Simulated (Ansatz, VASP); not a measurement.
# Two plane-wave programs on AlO2

```xyz
6
Lattice="1.4578 -5.2925 0.0000 1.4578 5.2925 0.0000 0.0000 0.0000 3.5722" Properties=species:S:1:pos:R:3 pbc="T T T"
Al    1.4578   -1.7797    2.6791
Al    1.4578    1.7797    0.8930
O     1.4578    4.6461    2.6791
O     1.4578   -4.6461    0.8930
O     1.4578    2.1786    2.6791
O     1.4578   -2.1786    0.8930
```

Alike in both runs: task single point; functional PBE; k mesh 9 × 9 × 7; occupations fermi-dirac, width 0.05 eV; no spin polarisation.

|  | VASP | Ansatz |
| --- | --- | --- |
| version | VASP 6.6.1 | Ansatz 0.2.0 |
| potentials or method | VASP PAW PBE potentials, release 64 (Al, O) | Ansatz PAW |
| plane-wave cutoff (eV) | 520 | 420 |
| valence electrons in the cell | 30 | 30 |

|  | VASP | Ansatz | Ansatz less VASP |
| --- | --- | --- | --- |
| gap on the k mesh at the Fermi level (eV) | none | none | - |
| pressure (GPa) | 11.2 | 11.3 | +0.09 |
| traceless stress, the component that is largest in VASP (GPa) | -2.78 | -2.71 | +0.073 |
| rms of the force components (eV/Å) | 0.465 | 0.462 | -0.0025 |

Atom by atom the forces differ by 0.005 eV/Å (rms over components). A gap of «none» marks a metal or a gap that the smearing closes. With one functional, cell and mesh, what is left measures potentials, basis and numerics.
